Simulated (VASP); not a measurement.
# TiB (I-4m2) in VASP: further runs

The runs below take TiB through single point, with PBEsol.

Everything below comes from runs of VASP 6.6.1. Logs are shortened: lines on timing, memory, paths and dates and some standing lists are left out, and cuts for length are marked.

### 1 The cell of the first run

It takes space group I-4m2 (No. 119, tetragonal). The conventional cell has a = 3.335 Å, b = 3.335 Å, c = 3.335 Å, α = 90.00°, β = 90.00°, γ = 90.00°. Within 2.5 Å of Ti (site symmetry -4m2) lie 4 B at 1.86 Å. Within 2.5 Å of B (site symmetry -4m2) lie 4 Ti at 1.86 Å.

### 2 Single point, PBEsol

Input file INCAR:

```
SYSTEM = TiB
  ALGO = Normal
  EDIFF = 1E-6
  ENCUT = 520
  GGA = PS
  ISIF = 2
  ISMEAR = 0
  LASPH = .True.
  LCHARG = .False.
  LREAL = .False.
  LWAVE = .False.
  NBANDS = 14
  NELM = 60
  PREC = Accurate
  SIGMA = 0.15
```

Input file KPOINTS:

```
k-points
0
Gamma
  22 22 22
  0 0 0
```

Input file POSCAR:

```
TiB
1.0
    0.0000000000      2.3584114851      1.6673969200
    2.3584114851      0.0000000000      1.6673969200
    2.3584114851      2.3584114851      0.0000000000
Ti B
1 1
Direct
    0.7500000000      0.7500000000      0.7500000000
    0.0000000000      0.0000000000      0.0000000000
```

Potentials or basis: VASP PAW PBE potentials, release 64 (Ti_sv, B).

Command:

```
> cat potpaw_PBE.64/Ti_sv/POTCAR potpaw_PBE.64/B/POTCAR > POTCAR
> mpirun -np 1 vasp_std > vasp.out
```

OUTCAR:

```text
SYSTEM = TiB
   EDIFF = 1E-6
   ENCUT = 520
   GGA = PS
   ISIF = 2
   ISMEAR = 0
   LASPH = .True.
   LREAL = .False.
   NELM = 60
   PREC = Accurate

 ion  position               nearest neighbor table
   1  0.750  0.750  0.750-   2 1.86   2 1.86   2 1.86   2 1.86
   2  0.000  0.000  0.000-   1 1.86   1 1.86   1 1.86   1 1.86

  LATTYP: Found a body centered tetragonal cell.
 ALAT       =     3.3352975079
 C/A-ratio  =     0.9998489886

  Lattice vectors:

 A1 = (   0.0000000000,  -2.3584114851,  -1.6673969200)
 A2 = (   0.0000000000,   2.3584114851,  -1.6673969200)
 A3 = (   2.3584114851,   0.0000000000,   1.6673969200)

Analysis of symmetry for initial positions (statically):
=====================================================================
 Subroutine PRICEL returns:
 Original cell was already a primitive cell.

 Routine SETGRP: Setting up the symmetry group for a
 body centered tetragonal supercell.

 Subroutine GETGRP returns: Found  8 space group operations
 (whereof  8 operations were pure point group operations)
 out of a pool of 16 trial point group operations.

The static configuration has the point symmetry D_2d.

Analysis of symmetry for dynamics (positions and initial velocities):
=====================================================================
 Subroutine PRICEL returns:
 Original cell was already a primitive cell.

 Routine SETGRP: Setting up the symmetry group for a
 body centered tetragonal supercell.

 Subroutine GETGRP returns: Found  8 space group operations
 (whereof  8 operations were pure point group operations)
 out of a pool of 16 trial point group operations.

The dynamic configuration has the point symmetry D_2d.

 Subroutine INISYM returns: Found  8 space group operations
 (whereof  8 operations are pure point group operations),
 and found     1 'primitive' translations

----------------------------------------------------------------------------------------

                                     Primitive cell

  volume of cell :      18.5485

  direct lattice vectors                    reciprocal lattice vectors
     0.000000000  2.358411485  1.667396920    -0.212007109  0.212007109  0.299868612
     2.358411485  0.000000000  1.667396920     0.212007109 -0.212007109  0.299868612
     2.358411485  2.358411485  0.000000000     0.212007109  0.212007109 -0.299868612

  length of vectors
     2.888306982  2.888306982  3.335297508     0.424046239  0.424046239  0.424046239

[... 90 lines left out ...]
   PSTRESS=    0.0 pullay stress
   NELECT =      15.0000    total number of electrons
   NUPDOWN=      -1.0000    fix difference up-down
   EMIN   =  10.00;   EMAX   =-10.00  energy-range for DOS
   EFERMI =   0.00;   METHOD = LEGACY
   ISMEAR =     0;   SIGMA  =   0.15  broadening in eV -4-tet -1-fermi 0-gaus
   EFERMI_NEDOS =   21; number of points for ismear=-14 and -15
   IALGO  =     38    algorithm
   IMIX   =      4    mixing-type and parameters
     AMIX     =   0.40;   BMIX     =  1.00
     AMIX_MAG =   1.60;   BMIX_MAG =  1.00
  volume/ion in A,a.u.               =       9.27        62.59
  Fermi-wavevector in a.u.,A,eV,Ry     =   1.525232  2.882270 31.651671  2.326332
  Thomas-Fermi vector in A             =   2.633430
   LORBIT       =      0    0 simple, 1 ext, 2 COOP (PROOUT), +10 PAW based schemes
   GGA     = PS    functional components
   LHFCALC =     F    Hartree Fock is set to
   AEXX    =    0.0000 exact exchange contribution
   IVDW    =     0    specifies the selected vdW correction
   LEPSILON=     F    determine dielectric tensor
   LRPA    =     F    only Hartree local field effects (RPA)
 non-spin polarized calculation
 Gauss-broadening in eV      SIGMA  =   0.15
  energy-cutoff  :      520.00
  volume of cell :       18.55
 maximum number of plane-waves:       531
 NGX is ok and might be reduce to    24

 number of electron      15.0000002 magnetization

 Free energy of the ion-electron system (eV)
  ---------------------------------------------------
  ext. energy  EPLUGINS =         0.00000000
  ---------------------------------------------------
  free energy    TOTEN  =       -12.28363616 eV

  energy without entropy =      -12.26474969  energy(sigma->0) =      -12.27419292

 E-fermi :   9.8023     XC(G=0): -12.9800

 val. band max:        9.8015138519   @ k =  -0.4091   0.0000   0.1364
 cond. band min:       9.8033102411   @ k =   0.1818   0.0000   0.1818
 fundamental gap:      0.0017963892
 Fermi energy:         9.8023419500

 k-point     1 :       0.0000    0.0000    0.0000
  band No.  band energies     occupation
      1     -45.4608      2.00000
      2     -21.6795      2.00000
      3     -21.6795      2.00000
      4     -21.5473      2.00000
      5       0.0671      2.00000
      6       8.1728      2.00000
      7       8.1728      2.00000
      8       8.9252      2.00000
      9      10.5293      0.00000
     10      12.7419      0.00000
     11      19.4946      0.00000
     12      19.4946      0.00000
     13      21.5729      0.00000
     14      23.1088      0.00000
[... 377 lines left out ...]
      1     -45.3363      2.00000
      2     -22.3529      2.00000
      3     -21.9211      2.00000
      4     -21.6240      2.00000
      5       3.5129      2.00000
      6       6.6392      2.00000
      7       7.0813      2.00000
      8       9.7067      1.63293
      9      12.8456      0.00000
     10      13.9089      0.00000
     11      15.6705      0.00000
     12      18.0602      0.00000
     13      18.5363      0.00000
     14      23.9637      0.00000

 [... further k-points ...]

------------------------ aborting loop because EDIFF is reached ----------------------------------------

  FORCE on cell =-STRESS in cart. coord.  units (eV):
  Direction    XX          YY          ZZ          XY          YZ          ZX
  --------------------------------------------------------------------------------------
  -------------------------------------------------------------------------------------
  Total       14.3757651     14.3757651      5.0689509      0.0000000      0.0000000     -0.0000000
  in kB     1241.7477952   1241.7477952    437.8451230      0.0000000      0.0000000     -0.0000000
  external PRESSURE =     973.7802378 kB  Pullay stress =       0.0000000 kB

 VOLUME and BASIS-vectors are now :
 -----------------------------------------------------------------------------
  energy-cutoff  :      520.00
  volume of cell :       18.55
      direct lattice vectors                 reciprocal lattice vectors
     0.000000000  2.358411485  1.667396920    -0.212007109  0.212007109  0.299868612
     2.358411485  0.000000000  1.667396920     0.212007109 -0.212007109  0.299868612
     2.358411485  2.358411485  0.000000000     0.212007109  0.212007109 -0.299868612

 POSITION                                       TOTAL-FORCE (eV/Angst)
 -----------------------------------------------------------------------------------
      3.53762      3.53762      2.50110         0.000000      0.000000      0.000000
      0.00000      0.00000      0.00000        -0.000000     -0.000000     -0.000000
 -----------------------------------------------------------------------------------
    total drift:                               -0.000001     -0.000001      0.000002

  FREE ENERGIE OF THE ION-ELECTRON SYSTEM (eV)
  ---------------------------------------------------
  free  energy   TOTEN  =       -12.2836361558 eV

  energy  without entropy=      -12.2647496935  energy(sigma->0) =      -12.27419292
```

OSZICAR:

```text
N       E                     dE             d eps       ncg     rms          rms(c)
DAV:   1     0.121155304082E+03    0.12116E+03   -0.78894E+03 23358   0.132E+03
DAV:   2    -0.586773925454E+01   -0.12702E+03   -0.12040E+03 24132   0.337E+02
DAV:   3    -0.147443555790E+02   -0.88766E+01   -0.86392E+01 35062   0.844E+01
DAV:   4    -0.152616698442E+02   -0.51731E+00   -0.51642E+00 28068   0.150E+01
DAV:   5    -0.152693819498E+02   -0.77121E-02   -0.77115E-02 31034   0.183E+00    0.236E+01
DAV:   6    -0.121852365441E+02    0.30841E+01   -0.61224E+00 30220   0.416E+01    0.541E+00
DAV:   7    -0.122360046941E+02   -0.50768E-01   -0.67094E-01 25108   0.903E+00    0.467E+00
DAV:   8    -0.122791784203E+02   -0.43174E-01   -0.11185E-01 34348   0.277E+00    0.815E-01
DAV:   9    -0.122838559043E+02   -0.46775E-02   -0.11178E-02 24672   0.110E+00    0.187E-01
DAV:  10    -0.122837111756E+02    0.14473E-03   -0.18012E-03 30222   0.507E-01    0.173E-01
DAV:  11    -0.122836173713E+02    0.93804E-04   -0.26901E-04 24864   0.214E-01    0.607E-02
DAV:  12    -0.122836354903E+02   -0.18119E-04   -0.70532E-05 25992   0.850E-02    0.461E-03
DAV:  13    -0.122836361558E+02   -0.66545E-06   -0.45126E-06 27424   0.175E-02
   1 F= -.12283636E+02 E0= -.12274193E+02  d E =-.188865E-01
```

stdout:

```text
POSCAR found type information on POSCAR TiB
 POSCAR found :  2 types and       2 ions
 scaLAPACK will be used
 -----------------------------------------------------------------------------
|                                                                             |
|                                                                             |
|     You enforced a specific xc type in the INCAR file but a different       |
|     I HOPE YOU KNOW WHAT YOU ARE DOING!                                     |
|                                                                             |
 -----------------------------------------------------------------------------

 LDA part: xc-table for (Slater+PW92), standard interpolation
 POSCAR, INCAR and KPOINTS ok, starting setup
 FFT: planning ... GRIDC
 FFT: planning ... GRID_SOFT
 FFT: planning ... GRID
 WAVECAR not read
 entering main loop
```

It took 83 s on 1 thread of Intel Xeon 6975P-C (Granite Rapids), shared host; peak memory 0.34 GiB.

Results:

```yaml
Free_energy: -12.2836 eV
Pressure: 97.4 GPa
```

Caveat: the PAW data sets were made with another functional, which shifts forces and pressure a little.

### 3 Single point, PBEsol

This run uses another cell than the first one, of the same volume but with other edges.

Input file INCAR:

```
PREC = Accurate ; ENCUT = 520
EDIFF = 1E-6 ; ISMEAR = 0
SIGMA = 0.15 ; LREAL = F
LASPH = T ; NELM = 80
ALGO = Normal ; ISIF = 2
LWAVE = F ; LCHARG = F
GGA = PS ; NBANDS = 14
```

Input file KPOINTS:

```
Automatic mesh
0
Gamma
  22 22 22
```

Input file POSCAR:

```
TiB
1.0
    0.0000000000      2.2824145025      1.7802833120
    2.2824145025      0.0000000000      1.7802833120
    2.2824145025      2.2824145025      0.0000000000
Ti B
1 1
Direct
    0.7500000000      0.7500000000      0.7500000000
    0.0000000000      0.0000000000      0.0000000000
```

Potentials or basis: VASP PAW PBE potentials, release 64 (Ti_sv, B).

Command:

```
> cat potpaw_PBE.64/Ti_sv/POTCAR potpaw_PBE.64/B/POTCAR > POTCAR
> mpirun -np 1 vasp_std > vasp.out
```

OUTCAR:

```text
PREC = Accurate
   ENCUT = 520
   EDIFF = 1E-6
   ISMEAR = 0
   LREAL = F
   LASPH = T
   NELM = 80
   ISIF = 2
   GGA = PS

 ion  position               nearest neighbor table
   1  0.750  0.750  0.750-   2 1.84   2 1.84   2 1.84   2 1.84
   2  0.000  0.000  0.000-   1 1.84   1 1.84   1 1.84   1 1.84

  LATTYP: Found a body centered tetragonal cell.
 ALAT       =     3.2278215444
 C/A-ratio  =     1.1030865787

  Lattice vectors:

 A1 = (   0.0000000000,  -2.2824145025,  -1.7802833120)
 A2 = (   0.0000000000,   2.2824145025,  -1.7802833120)
 A3 = (   2.2824145025,   0.0000000000,   1.7802833120)

Analysis of symmetry for initial positions (statically):
=====================================================================
 Subroutine PRICEL returns:
 Original cell was already a primitive cell.

 Routine SETGRP: Setting up the symmetry group for a
 body centered tetragonal supercell.

 Subroutine GETGRP returns: Found  8 space group operations
 (whereof  8 operations were pure point group operations)
 out of a pool of 16 trial point group operations.

The static configuration has the point symmetry D_2d.

Analysis of symmetry for dynamics (positions and initial velocities):
=====================================================================
 Subroutine PRICEL returns:
 Original cell was already a primitive cell.

 Routine SETGRP: Setting up the symmetry group for a
 body centered tetragonal supercell.

 Subroutine GETGRP returns: Found  8 space group operations
 (whereof  8 operations were pure point group operations)
 out of a pool of 16 trial point group operations.

The dynamic configuration has the point symmetry D_2d.

 Subroutine INISYM returns: Found  8 space group operations
 (whereof  8 operations are pure point group operations),
 and found     1 'primitive' translations

----------------------------------------------------------------------------------------

                                     Primitive cell

[... 120 lines left out ...]
   LRPA    =     F    only Hartree local field effects (RPA)
 non-spin polarized calculation
 Gauss-broadening in eV      SIGMA  =   0.15
  energy-cutoff  :      520.00
  volume of cell :       18.55
 maximum number of plane-waves:       514
 NGX is ok and might be reduce to    24

 number of electron      14.9999997 magnetization

 Free energy of the ion-electron system (eV)
  ---------------------------------------------------
  ext. energy  EPLUGINS =         0.00000000
  ---------------------------------------------------
  free energy    TOTEN  =       -11.73785381 eV

  energy without entropy =      -11.72535738  energy(sigma->0) =      -11.73160559

 E-fermi :   9.6247     XC(G=0): -12.9494

 val. band max:        9.6175754241   @ k =  -0.2727   0.4545   0.2273
 cond. band min:       9.6290870000   @ k =   0.2273   0.0000   0.2273
 fundamental gap:      0.0115115759
 Fermi energy:         9.6247118279

 k-point     1 :       0.0000    0.0000    0.0000
  band No.  band energies     occupation
      1     -45.4554      2.00000
      2     -21.6815      2.00000
      3     -21.6815      2.00000
      4     -21.5589      2.00000
      5       0.1156      2.00000
      6       7.6512      2.00000
      7       7.6512      2.00000
      8       8.2831      2.00000
      9      11.0265      0.00000
     10      13.0099      0.00000
     11      20.2916      0.00000
     12      20.2916      0.00000
     13      22.2811      0.00000
     14      22.3050      0.00000
[... 377 lines left out ...]
      1     -45.3326      2.00000
      2     -22.3893      2.00000
      3     -21.9020      2.00000
      4     -21.6368      2.00000
      5       3.5176      2.00000
      6       6.6283      2.00000
      7       7.1966      2.00000
      8       9.3763      1.98081
      9      12.6842      0.00000
     10      13.7475      0.00000
     11      15.5690      0.00000
     12      18.3925      0.00000
     13      18.8929      0.00000
     14      23.3132      0.00000

 [... further k-points ...]

------------------------ aborting loop because EDIFF is reached ----------------------------------------

  FORCE on cell =-STRESS in cart. coord.  units (eV):
  Direction    XX          YY          ZZ          XY          YZ          ZX
  --------------------------------------------------------------------------------------
  -------------------------------------------------------------------------------------
  Total       14.4580442     14.4580442      7.1602505      0.0000000      0.0000000     -0.0000000
  in kB     1248.8548905   1248.8548905    618.4871024      0.0000000      0.0000000     -0.0000000
  external PRESSURE =    1038.7322945 kB  Pullay stress =       0.0000000 kB

 VOLUME and BASIS-vectors are now :
 -----------------------------------------------------------------------------
  energy-cutoff  :      520.00
  volume of cell :       18.55
      direct lattice vectors                 reciprocal lattice vectors
     0.000000000  2.282414502  1.780283312    -0.219066256  0.219066256  0.280854175
     2.282414502  0.000000000  1.780283312     0.219066256 -0.219066256  0.280854175
     2.282414502  2.282414502  0.000000000     0.219066256  0.219066256 -0.280854175

 POSITION                                       TOTAL-FORCE (eV/Angst)
 -----------------------------------------------------------------------------------
      3.42362      3.42362      2.67042         0.000000      0.000000     -0.000000
      0.00000      0.00000      0.00000        -0.000000     -0.000000      0.000000
 -----------------------------------------------------------------------------------
    total drift:                               -0.000000     -0.000000      0.000002

  FREE ENERGIE OF THE ION-ELECTRON SYSTEM (eV)
  ---------------------------------------------------
  free  energy   TOTEN  =       -11.7378538057 eV

  energy  without entropy=      -11.7253573821  energy(sigma->0) =      -11.73160559
```

OSZICAR:

```text
N       E                     dE             d eps       ncg     rms          rms(c)
DAV:   1     0.122572525035E+03    0.12257E+03   -0.78819E+03 23386   0.132E+03
DAV:   2    -0.508488197624E+01   -0.12766E+03   -0.12110E+03 24054   0.338E+02
DAV:   3    -0.140038911516E+02   -0.89190E+01   -0.86598E+01 34332   0.845E+01
DAV:   4    -0.145858505771E+02   -0.58196E+00   -0.58090E+00 28104   0.157E+01
DAV:   5    -0.145941538069E+02   -0.83032E-02   -0.83027E-02 31208   0.192E+00    0.244E+01
DAV:   6    -0.116333753534E+02    0.29608E+01   -0.61165E+00 31192   0.409E+01    0.577E+00
DAV:   7    -0.116857673427E+02   -0.52392E-01   -0.66547E-01 24180   0.901E+00    0.492E+00
DAV:   8    -0.117336374724E+02   -0.47870E-01   -0.12312E-01 34488   0.286E+00    0.799E-01
DAV:   9    -0.117380879261E+02   -0.44505E-02   -0.10255E-02 23910   0.982E-01    0.218E-01
DAV:  10    -0.117379124561E+02    0.17547E-03   -0.17754E-03 29276   0.478E-01    0.169E-01
DAV:  11    -0.117378350677E+02    0.77388E-04   -0.28281E-04 24534   0.201E-01    0.633E-02
DAV:  12    -0.117378531878E+02   -0.18120E-04   -0.78065E-05 25464   0.920E-02    0.371E-03
DAV:  13    -0.117378538057E+02   -0.61791E-06   -0.42744E-06 27446   0.169E-02
   1 F= -.11737854E+02 E0= -.11731606E+02  d E =-.124964E-01
```

stdout:

```text
POSCAR found type information on POSCAR TiB
 POSCAR found :  2 types and       2 ions
 scaLAPACK will be used
 -----------------------------------------------------------------------------
|                                                                             |
|                                                                             |
|     You enforced a specific xc type in the INCAR file but a different       |
|     I HOPE YOU KNOW WHAT YOU ARE DOING!                                     |
|                                                                             |
 -----------------------------------------------------------------------------

 LDA part: xc-table for (Slater+PW92), standard interpolation
 POSCAR, INCAR and KPOINTS ok, starting setup
 FFT: planning ... GRIDC
 FFT: planning ... GRID_SOFT
 FFT: planning ... GRID
 WAVECAR not read
 entering main loop
```

Run time: 62 s. Hardware: 1 thread of Intel Xeon 6975P-C (Granite Rapids), shared host; peak memory 0.33 GiB.

Results:

```
Free energy : -11.7379 eV
Pressure    : 103.9 GPa
```

Caveat: the PAW data sets were made with another functional, which shifts forces and pressure a little.

(Continued in part 2 of 2.)
